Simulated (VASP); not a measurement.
Write the native input for VASP 6.6.1 that does the following.

```yaml
Task: single point
Functional: PBEsol
Potentials_or_basis: VASP PAW PBE potentials, release 64 (Al, Ru_pv)
Cutoff: 520 eV
k_mesh: 16 × 16 × 16
Occupations: gaussian, width 0.15 eV
Spin: no spin polarisation
Dipole_correction: no
Further_INCAR_settings: ALGO = Fast; EDIFF = 1e-06; NBANDS = 16
```

The structure of AlRu lies in POSCAR:

```
AlRu
1.0
    2.9916000000      0.0000000000      0.0000000000
    0.0000000000      2.9916000000      0.0000000000
    0.0000000000      0.0000000000      2.9916000000
Al Ru
1 1
Direct
    0.0000000000     -0.0167134644      0.0000000000
    0.5000000000      0.5000000000      0.5000000000
```

This cell differs from its parent crystal: all Al atoms moved -0.050 Å, as atom 1 along Cartesian [0 1 0].

The input as run:

INCAR

```
PREC     = Accurate       # precision mode
ENCUT    = 520            # plane-wave cutoff, eV
EDIFF    = 1E-6           # SCF threshold, eV
ISMEAR   = 0              # smearing method
SIGMA    = 0.15           # smearing width, eV
LREAL    = F              # projectors in reciprocal space
LASPH    = T              # aspherical terms in the spheres
NELM     = 80             # most SCF steps
ALGO     = Fast           # electronic algorithm
ISIF     = 2              # what is computed and relaxed
LWAVE    = F              # write WAVECAR
LCHARG   = F              # write CHGCAR
GGA      = PS             # functional
NBANDS   = 16             # bands
```

KPOINTS

```
regular mesh
0
Gamma
  16 16 16
```

Potentials or basis: VASP PAW PBE potentials, release 64 (Al, Ru_pv).

The run is started by

```console
$ cat potpaw_PBE.64/Al/POTCAR potpaw_PBE.64/Ru_pv/POTCAR > POTCAR
$ mpirun -np 1 vasp_std > vasp.out
```

Results of the run:

| Item | Value |
| --- | --- |
| Pressure | -3.1 GPa |
| Largest force | 0.384 eV/Å |
| Band gap on the k mesh | zero (an odd number of electrons rules out a gap without spin polarisation) |

Caveat: the cell differs from its parent crystal (all Al atoms moved -0.050 Å, as atom 1 along Cartesian [0 1 0]); the cell stands under tension; the PAW data sets were made with another functional, which shifts forces and pressure a little.

It took 2.9 min on 1 thread of Intel Xeon 8259CL, on a shared host, peak memory 0.28 GiB.
